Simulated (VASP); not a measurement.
Here is a VASP 6.6.1 calculation.

File INCAR:

```
ALGO = Normal ; EDIFF = 1E-6
ENCUT = 520 ; GGA = PE
ISIF = 2 ; ISMEAR = 0
LASPH = T ; LCHARG = F
LREAL = F ; LWAVE = F
NBANDS = 35 ; NELM = 80
PREC = Accurate ; SIGMA = 0.02
```

Contents of KPOINTS:

```
k-points
0
Gamma
  12 12 2
```

Contents of POSCAR:

```
WSe2
1.0
    3.2984508921      0.0000000000      0.0000000000
   -1.6492254461      2.8565422657      0.0000000000
    0.0000000000      0.0000000000     13.2131006004
W Se
2 4
Direct
    0.6666666667      0.3333333333      0.7500000000
    0.3333333333      0.6666666667      0.2500000000
    0.3333333333      0.6666666667      0.8772941367
    0.6666666667      0.3333333333      0.3772941367
    0.3333333333      0.6666666667      0.6227058633
    0.6666666667      0.3333333333      0.1227058633
```

Potentials or basis: VASP PAW PBE potentials, release 64 (W_sv, Se).

Launch:

```sh
$ cat potpaw_PBE.64/W_sv/POTCAR potpaw_PBE.64/Se/POTCAR > POTCAR
$ mpirun -np 1 vasp_std > vasp.out
```

(1) Predict the band gap on the k mesh.

(2) What does it give for the pressure?

(3) What does it give for the largest force?

Answers

(1) 1.05 eV (least direct gap 1.53 eV).

(2) 2.3 GPa.

(3) 0.043 eV/Å.

Caveat: spin-orbit coupling is left out, which moves the levels of the heavy elements; this functional lacks dispersion, which binds the layers, so the pressure and a relaxed spacing across them are unreliable.
